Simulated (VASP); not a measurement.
# Os (P6_3/mmc) in VASP: a series of runs

The runs below take Os through single point, relaxation of cell and atoms, with PBE.

All numbers are computed with VASP 6.6.1; they aren't measurements. Logs are shortened: lines on timing, memory, paths and dates and some standing lists are left out, and cuts for length are marked.

## 1. The cell of the first run

Symmetry: P6_3/mmc, No. 194, hexagonal system. Conventional cell: a = 2.764 Å, b = 2.764 Å, c = 4.322 Å, α = 90.00°, β = 90.00°, γ = 120.00°. Os (site symmetry -6m2) has 12 Os at 2.69 to 2.76 Å within 3.5 Å.

## 2. Single point, PBE

File INCAR:

```
SYSTEM = Os
PREC = Accurate
ENCUT = 520
EDIFF = 1E-6
ISMEAR = 0
SIGMA = 0.1
LREAL = .False.
LASPH = .True.
NELM = 100
ALGO = Normal
ISIF = 2
LWAVE = .False.
LCHARG = .False.
GGA = PE
NBANDS = 24
```

File KPOINTS:

```
regular mesh
0
Gamma
  6 6 4
  0 0 0
```

File POSCAR:

```
Os
1.0
    2.3840892126     -1.3820083165      0.2146517655
    2.3840892126      1.3820083165      0.2146517655
   -0.7750413523      0.0000000000      8.6094043260
Os
4
Direct
    0.8333218564      0.8333492995      0.1250005552
    0.1666507005      0.1666781436      0.3749994448
    0.1666781436      0.1666507005      0.8749994448
    0.8333492995      0.8333218564      0.6250005552
```

Potentials or basis: VASP PAW PBE potentials, release 64 (Os).

Run with:

```console
$ cat potpaw_PBE.64/Os/POTCAR > POTCAR
$ mpirun -np 1 vasp_std > vasp.out
```

OUTCAR:

```text
SYSTEM = Os
   PREC = Accurate
   ENCUT = 520
   EDIFF = 1E-6
   ISMEAR = 0
   LREAL = .False.
   LASPH = .True.
   NELM = 100
   ISIF = 2
   GGA = PE

 ion  position               nearest neighbor table
   1  0.833  0.833  0.125-   3 2.69   3 2.69   2 2.69   2 2.69   2 2.69   3 2.69
   2  0.167  0.167  0.375-   4 2.69   4 2.69   1 2.69   1 2.69   1 2.69   4 2.69
   3  0.167  0.167  0.875-   1 2.69   1 2.69   4 2.69   4 2.69   4 2.69   1 2.69
   4  0.833  0.833  0.625-   2 2.69   2 2.69   3 2.69   3 2.69   3 2.69   2 2.69

  LATTYP: Found a simple monoclinic cell.
 ALAT       =     2.7640166330
 B/A-ratio  =     3.1274122830
 C/A-ratio  =     1.7320551829
 COS(beta)  =    -0.8660232161

  Lattice vectors:

 A1 = (   0.0000000000,  -2.7640166330,   0.0000000000)
 A2 = (  -0.7750413523,   0.0000000000,   8.6094043260)
 A3 = (  -2.3840892126,   4.1460249495,  -0.2146517655)

Analysis of symmetry for initial positions (statically):
=====================================================================
 Subroutine PRICEL returns:
 Original cell was already a primitive cell.

 Routine SETGRP: Setting up the symmetry group for a
 simple monoclinic supercell.

 Subroutine GETGRP returns: Found  2 space group operations
 (whereof  2 operations were pure point group operations)
 out of a pool of  4 trial point group operations.

The static configuration has the point symmetry S_2 .

Analysis of symmetry for dynamics (positions and initial velocities):
=====================================================================
 Subroutine PRICEL returns:
 Original cell was already a primitive cell.

 Routine SETGRP: Setting up the symmetry group for a
 simple monoclinic supercell.

 Subroutine GETGRP returns: Found  2 space group operations
 (whereof  2 operations were pure point group operations)
 out of a pool of  4 trial point group operations.

The dynamic configuration has the point symmetry S_2 .

 Subroutine INISYM returns: Found  2 space group operations
 (whereof  2 operations are pure point group operations),
 and found     1 'primitive' translations

----------------------------------------------------------------------------------------

                                     Primitive cell
[... 91 lines left out ...]
   LSORBIT =      F    spin-orbit coupling
   LASPH  =      T    aspherical Exc in radial PAW
   ENCUT  =  520.0 eV  38.22 Ry    6.18 a.u.   5.14  5.14 16.07*2*pi/ulx,y,z
   NELM   =    100;   NELMIN=  2; NELMDL= -5     # of ELM steps
   EDIFF  = 0.1E-05   stopping-criterion for ELM
   LREAL  =      F    real-space projection
   EDIFFG = 0.1E-04   stopping-criterion for IOM
   NSW    =      0    number of steps for IOM
   IBRION =     -1    ionic relax: 0-MD 1-quasi-New 2-CG
   NFREE  =      0    steps in history (QN), initial steepest desc. (CG)
   ISIF   =      2    stress and relaxation
   ISYM   =      2    0-nonsym 1-usesym 2-fastsym
   POTIM  = 0.5000    time-step for ionic-motion
   TEBEG  =    0.0;   TEEND  =   0.0 temperature during run
   PSTRESS=    0.0 pullay stress
   NELECT =      32.0000    total number of electrons
   NUPDOWN=      -1.0000    fix difference up-down
   EMIN   =  10.00;   EMAX   =-10.00  energy-range for DOS
   EFERMI =   0.00;   METHOD = LEGACY
   ISMEAR =     0;   SIGMA  =   0.10  broadening in eV -4-tet -1-fermi 0-gaus
   EFERMI_NEDOS =   21; number of points for ismear=-14 and -15
   IALGO  =     38    algorithm
   IMIX   =      4    mixing-type and parameters
     AMIX     =   0.40;   BMIX     =  1.00
     AMIX_MAG =   1.60;   BMIX_MAG =  1.00
  volume/ion in A,a.u.               =      14.30        96.49
  Fermi-wavevector in a.u.,A,eV,Ry     =   1.348996  2.549234 24.759763  1.819791
  Thomas-Fermi vector in A             =   2.476619
   LORBIT       =      0    0 simple, 1 ext, 2 COOP (PROOUT), +10 PAW based schemes
   GGA     = PE    functional components
   LHFCALC =     F    Hartree Fock is set to
   AEXX    =    0.0000 exact exchange contribution
   IVDW    =     0    specifies the selected vdW correction
   LEPSILON=     F    determine dielectric tensor
   LRPA    =     F    only Hartree local field effects (RPA)
 non-spin polarized calculation
 Gauss-broadening in eV      SIGMA  =   0.10
  energy-cutoff  :      520.00
  volume of cell :       57.19
 maximum number of plane-waves:      1556
 NGX is ok and might be reduce to    24

 number of electron      31.9999997 magnetization

 Free energy of the ion-electron system (eV)
  ---------------------------------------------------
  ext. energy  EPLUGINS =         0.00000000
  ---------------------------------------------------
  free energy    TOTEN  =       -44.91950337 eV

  energy without entropy =      -44.91011917  energy(sigma->0) =      -44.91481127

 E-fermi :   9.4144     XC(G=0): -13.9312

 val. band max:        9.2872223547   @ k =   0.0000   0.0000   0.0000
 cond. band min:       9.4402724814   @ k =   0.0000   0.3333  -0.0000
 fundamental gap:      0.1530501267
 Fermi energy:         9.4143889272

 k-point     1 :       0.0000    0.0000    0.0000
  band No.  band energies     occupation
      1      -1.6057      2.00000
      2       0.8215      2.00000
      3       0.8216      2.00000
      4       1.5586      2.00000
      5       5.7239      2.00000
      6       5.7240      2.00000
[... 637 lines left out ...]
     23      11.4386      0.00000
     24      13.6148      0.00000

 [... further k-points ...]

------------------------ aborting loop because EDIFF is reached ----------------------------------------

  FORCE on cell =-STRESS in cart. coord.  units (eV):
  Direction    XX          YY          ZZ          XY          YZ          ZX
  --------------------------------------------------------------------------------------
  -------------------------------------------------------------------------------------
  Total       -0.0591920     -0.0573129     -0.0954180     -0.0000003      0.0000002      0.0021654
  in kB       -1.6581795     -1.6055394     -2.6729990     -0.0000070      0.0000053      0.0606595
  external PRESSURE =      -1.9789060 kB  Pullay stress =       0.0000000 kB

 VOLUME and BASIS-vectors are now :
 -----------------------------------------------------------------------------
  energy-cutoff  :      520.00
  volume of cell :       57.19
      direct lattice vectors                 reciprocal lattice vectors
     2.384089213 -1.382008316  0.214651766     0.208037510 -0.361792324  0.018728087
     2.384089213  1.382008316  0.214651766     0.208037510  0.361792324  0.018728087
    -0.775041352  0.000000000  8.609404326    -0.010373684  0.000000000  0.115218188

 POSITION                                       TOTAL-FORCE (eV/Angst)
 -----------------------------------------------------------------------------------
      3.87661      0.00004      1.43393        -0.000194     -0.000389     -0.000129
      0.50405      0.00004      3.30007         0.000192     -0.000389      0.000141
      0.11652     -0.00004      7.60477         0.000194      0.000389      0.000129
      3.48909     -0.00004      5.73864        -0.000192      0.000389     -0.000141
 -----------------------------------------------------------------------------------
    total drift:                                0.000000     -0.000000      0.000000

  FREE ENERGIE OF THE ION-ELECTRON SYSTEM (eV)
  ---------------------------------------------------
  free  energy   TOTEN  =       -44.9195033741 eV

  energy  without entropy=      -44.9101191661  energy(sigma->0) =      -44.91481127
```

OSZICAR:

```text
N       E                     dE             d eps       ncg     rms          rms(c)
DAV:   1     0.235769794130E+03    0.23577E+03   -0.14839E+04  3648   0.129E+03
DAV:   2    -0.314783504168E+02   -0.26725E+03   -0.24514E+03  3840   0.437E+02
DAV:   3    -0.473628419542E+02   -0.15884E+02   -0.14716E+02  4624   0.842E+01
DAV:   4    -0.477895066075E+02   -0.42666E+00   -0.42453E+00  3776   0.156E+01
DAV:   5    -0.477957798870E+02   -0.62733E-02   -0.62700E-02  4608   0.145E+00    0.314E+01
DAV:   6    -0.455593834883E+02    0.22364E+01   -0.24923E+00  4168   0.103E+01    0.142E+01
DAV:   7    -0.449348334201E+02    0.62455E+00   -0.16891E+00  4464   0.840E+00    0.639E-01
DAV:   8    -0.449228674447E+02    0.11966E-01   -0.19961E-02  3976   0.997E-01    0.299E-01
DAV:   9    -0.449194899903E+02    0.33775E-02   -0.25949E-03  4064   0.438E-01    0.829E-02
DAV:  10    -0.449195899595E+02   -0.99969E-04   -0.38697E-04  5152   0.178E-01    0.469E-02
DAV:  11    -0.449195578602E+02    0.32099E-04   -0.20083E-04  5064   0.136E-01    0.157E-02
DAV:  12    -0.449195077019E+02    0.50158E-04   -0.15624E-05  3680   0.318E-02    0.455E-03
DAV:  13    -0.449195042835E+02    0.34185E-05   -0.63763E-07  1952   0.841E-03    0.257E-03
DAV:  14    -0.449195033741E+02    0.90937E-06   -0.10752E-07  1896   0.251E-03
   1 F= -.44919503E+02 E0= -.44914811E+02  d E =-.938421E-02
```

It took 38 s on 1 thread of Intel Xeon 6975P-C (Granite Rapids), shared host; peak memory 0.23 GiB.

What came out:

* Free energy: -44.9195 eV
* Pressure: -0.2 GPa
* Band gap on the k mesh: zero (band 16 reaches 11.01 eV, above the bottom of band 17 at 7.54 eV)

Stress tensor (GPa, compression positive):
```
-0.17  0.00  0.01
 0.00 -0.16  0.00
 0.01  0.00 -0.27
```

Caveat: the k points lie up to 0.44 Å⁻¹ apart; spin-orbit coupling is left out, which moves the levels of the heavy elements.

## 3. Single point, PBE

This run uses another cell than the first one: it holds 2 atoms, not 4.

File INCAR:

```
SYSTEM = Os
  PREC = Accurate
  ENCUT = 520
  EDIFF = 1E-7
  ISMEAR = 0
  SIGMA = 0.1
  LREAL = .False.
  LASPH = .True.
  NELM = 60
  ALGO = Fast
  ISIF = 2
  LWAVE = .False.
  LCHARG = .False.
  GGA = PE
  NBANDS = 15
```

File KPOINTS:

```
regular mesh
0
Gamma
  24 24 14
  0 0 0
```

File POSCAR:

```
Os
1.0
    2.7544464868      0.0000000000      0.0000000000
   -1.3772232434      2.3854206309      0.0000000000
    0.0000000000      0.0000000000      4.3457254508
Os
2
Direct
    0.6666666667      0.3333333333      0.2500000000
    0.3333333333      0.6666666667      0.7500000000
```

Potentials or basis: VASP PAW PBE potentials, release 64 (Os).

Run with:

```console
$ cat potpaw_PBE.64/Os/POTCAR > POTCAR
$ mpirun -np 1 vasp_std > vasp.out
```

Run time: 2.5 min. Hardware: 1 thread of Intel Xeon 6975P-C, shared host; peak memory 0.29 GiB.

It converged, with:

* Free energy: -22.4998 eV
* Pressure: -0.2 GPa
* Band gap on the k mesh: zero (band 8 reaches 11.16 eV, above the bottom of band 9 at 7.42 eV)

Stress tensor (GPa, compression positive):
```
-0.10  0.00  0.00
 0.00 -0.10  0.00
 0.00  0.00 -0.25
```

Levels at points of the mesh, in eV from the Fermi level:
| k point | band 5 | band 6 | band 7 | band 8 | band 9 | band 10 | band 11 | band 12 |
| --- | --- | --- | --- | --- | --- | --- | --- | --- |
| (0.00, 0.00, 0.00) | -2.74 | -2.18 | -2.18 | -1.56 | -1.56 | 0.01 | 1.60 | 1.60 |
| (0.50, 0.00, 0.00) | -2.89 | -2.53 | -1.86 | 1.92 | 2.46 | 2.60 | 4.24 | 5.52 |
| (0.00, 0.00, 0.50) | -3.20 | -3.20 | -3.20 | -3.20 | 0.83 | 0.83 | 0.83 | 0.83 |
| (0.50, 0.00, 0.50) | -1.21 | -1.21 | -0.19 | -0.19 | 2.24 | 2.24 | 3.18 | 3.18 |

Caveat: spin-orbit coupling is left out, which moves the levels of the heavy elements.

## 4. Relaxation of cell and atoms, PBE

This run uses another cell than the first one: it holds 2 atoms, not 4.

File INCAR:

```
SYSTEM = Os
ALGO     = Fast           ! electronic algorithm
EDIFF    = 1E-7           ! SCF threshold, eV
EDIFFG   = -0.01          ! ionic threshold
ENCUT    = 600            ! plane-wave cutoff, eV
GGA      = PE             ! functional
IBRION   = 2              ! ionic algorithm
ISIF     = 3              ! what is computed and relaxed
ISMEAR   = 0              ! smearing method
LASPH    = .TRUE.         ! aspherical terms in the spheres
LCHARG   = .FALSE.        ! write CHGCAR
LREAL    = .FALSE.        ! projectors in reciprocal space
LWAVE    = .FALSE.        ! write WAVECAR
NELM     = 60             ! most SCF steps
NSW      = 100            ! ionic steps
PREC     = Accurate       ! precision mode
SIGMA    = 0.1            ! smearing width, eV
```

File KPOINTS:

```
k-points
0
G
  24 24 14
  0 0 0
```

File POSCAR:

```
Os
1.0
    2.7667851984      0.0000000000      0.0000000000
   -1.3833925992      2.3961062686      0.0000000000
    0.0000000000      0.0000000000      4.3159243244
Os
2
Direct
    0.6666666667      0.3333333333      0.2500000000
    0.3333333333      0.6666666667      0.7500000000
```

Run with:

```console
$ cat potpaw_PBE.64/Os/POTCAR > POTCAR
$ mpirun -np 1 vasp_std > vasp.out
```

It took 6.9 min on 1 thread of Intel Xeon 6975P-C, shared host; peak memory 0.33 GiB.

The run converged. Its results:

```yaml
Free_energy: -22.5015 eV
Relaxed_volume: 14.28 Å³/atom
Relaxed_cell: a = 2.755 Å, b = 2.755 Å, c = 4.345 Å, α = 90.00°, β = 90.00°, γ = 120.00°
Space_group_after_relaxing_to_0.05_Å: P6_3/mmc (No. 194)
Energy_gained_by_relaxing: 2.0 meV/atom
Ionic_steps: 5
Pressure_after_relaxing: 0.0 GPa
Band_gap_on_the_k_mesh: zero (band 8 reaches 11.16 eV, above the bottom of band 9 at 7.42 eV)
```

The path:
```tsv
step	energy change (eV)	largest force (eV/Å)	pressure (GPa)	volume (Å³)
1	0.0000	0.0000	-0.57	28.61
2	0.0031	0.0000	2.06	28.40
3	-0.0039	0.0000	0.47	28.52
4	-0.0033	0.0000	-1.66	28.67
5	-0.0039	0.0000	0.01	28.55
```

Final structure:
```
Os
1.0
     2.75467    0.00000    0.00000
    -1.37734    2.38562    0.00000
     0.00000    0.00000    4.34481
Os
2
Cartesian
  1.3773 0.7952 1.0862
  0.0000 1.5904 3.2586
```

Levels at points of the mesh, in eV from the Fermi level:
| k point | band 5 | band 6 | band 7 | band 8 | band 9 | band 10 | band 11 | band 12 |
| --- | --- | --- | --- | --- | --- | --- | --- | --- |
| (0.00, 0.00, 0.00) | -2.73 | -2.18 | -2.18 | -1.57 | -1.57 | 0.01 | 1.60 | 1.60 |
| (0.50, 0.00, 0.00) | -2.90 | -2.53 | -1.86 | 1.91 | 2.46 | 2.60 | 4.24 | 5.52 |
| (0.00, 0.00, 0.50) | -3.20 | -3.20 | -3.20 | -3.20 | 0.83 | 0.83 | 0.83 | 0.83 |
| (0.50, 0.00, 0.50) | -1.21 | -1.21 | -0.19 | -0.19 | 2.24 | 2.24 | 3.18 | 3.18 |

Caveat: spin-orbit coupling is left out, which moves the levels of the heavy elements.

## 5. Summary

```tsv
task	cell	k mesh	cutoff (eV)	gap on the mesh (eV)	pressure (GPa)
single point	a = 2.764, b = 2.764, c = 8.644 Å, angles 90.0, 90.0, 60.0°, 4 atoms	6 × 6 × 4	520	none	-0.2
single point	a = 2.754, b = 2.754, c = 4.346 Å, angles 90.0, 90.0, 120.0°, 2 atoms	24 × 24 × 14	520	none	-0.2
relaxation of cell and atoms	relaxed from a = 2.767, b = 2.767, c = 4.316 Å, angles 90.0, 90.0, 120.0°, 2 atoms	24 × 24 × 14	600	none	0.0
```

Alike in all rows: level PBE; potentials or basis VASP PAW PBE potentials, release 64 (Os); no spin polarisation; smearing gaussian 0.1 eV.

Caveats: some runs use coarse meshes; spin-orbit coupling is left out, which moves the levels of the heavy elements.

Total energies depend on the potentials used, so only differences within one code and one set of settings carry meaning.
